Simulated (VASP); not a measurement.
Runs of VASP 6.6.1 on NbAs. The structure is that of space group F-43m (No. 216), or close to it. The cells are those of the table. 

```csv
task,cell,k mesh,cutoff (eV),gap on the mesh (eV),pressure (GPa),relaxed volume (Å³/atom)
single point,"a = 3.734 Å, angles 60.0°, 2 atoms",6 × 6 × 6,520,none,49.1,-
single point,"a = 4.111 Å, angles 60.0°, 2 atoms",16 × 16 × 16,520,none,(a),-
relaxation of cell and atoms,"relaxed from a = 4.107 Å, angles 60.0°, 2 atoms",16 × 16 × 16,600,none,0.0,(b)
relaxation of cell and atoms,"relaxed from a = 3.734 Å, angles 60.0°, 2 atoms",6 × 6 × 6,600,none,0.0,24.57
single point,"a = 4.107 Å, angles 60.0°, 2 atoms",6 × 6 × 6,520,none,0.3,-
```

Alike in all rows: level PBE; potentials or basis VASP PAW PBE potentials, release 64 (Nb_sv, As); no spin polarisation; smearing gaussian 0.1 eV.

Task: Estimate the missing entries.

Result: (a) 0.1; (b) 24.58.

Caveats: the cell stands under pressure (at least some runs); the volume moved by over 15 % at a fixed basis, so the end points are rough (at least some runs).

A k mesh can miss the band edges, and the runs leave out spin-orbit coupling on As, Nb.

A gap of «none» marks levels without a gap at the run's occupations.
